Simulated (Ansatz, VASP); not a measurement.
BN in VASP and in Ansatz

```
CELL_PARAMETERS angstrom
2.45178 0.00000 0.00000
-1.22589 2.12331 0.00000
0.00000 0.00000 4.39593
ATOMIC_POSITIONS crystal
B 0.66667 0.33333 0.99972
B 0.33333 0.66667 0.49972
N 0.66667 0.33333 0.62528
N 0.33333 0.66667 0.12528
```

Change from the starting cell: strain -0.040 along x and y, +0.040 along z, atoms carried along.

Alike in both runs: task single point; functional PBEsol; k mesh 12 × 12 × 6; occupations gaussian, width 0.05 eV; no spin polarisation.

```csv
,VASP,Ansatz
version,VASP 6.6.1,Ansatz 0.2.0
potentials or method,"VASP PAW PBE potentials, release 64 (B, N), cutoff 520 eV","scalar-relativistic, plane waves, PAW"
valence electrons in the cell,16,16
```

VASP gave:

* gap on the k mesh at the Fermi level (eV): 4.57
* least direct gap on the mesh (eV): 6.01
* pressure (GPa): 14.5
* traceless stress, the component that is largest in VASP (GPa): -54.04
* rms of the force components (eV/Å): 0.000

**Question.** Estimate Ansatz's values.

**Answer.** gap on the k mesh at the Fermi level (eV): 4.58; least direct gap on the mesh (eV): 6.01; pressure (GPa): 13.8; traceless stress, the component that is largest in VASP (GPa): -53.56; rms of the force components (eV/Å): 0.014.

VASP's potentials were made for PBE, not for PBEsol. Atom by atom the forces differ by 0.014 eV/Å (rms over components). The functional is the same, so the differences come from potentials, cutoffs and numerics.
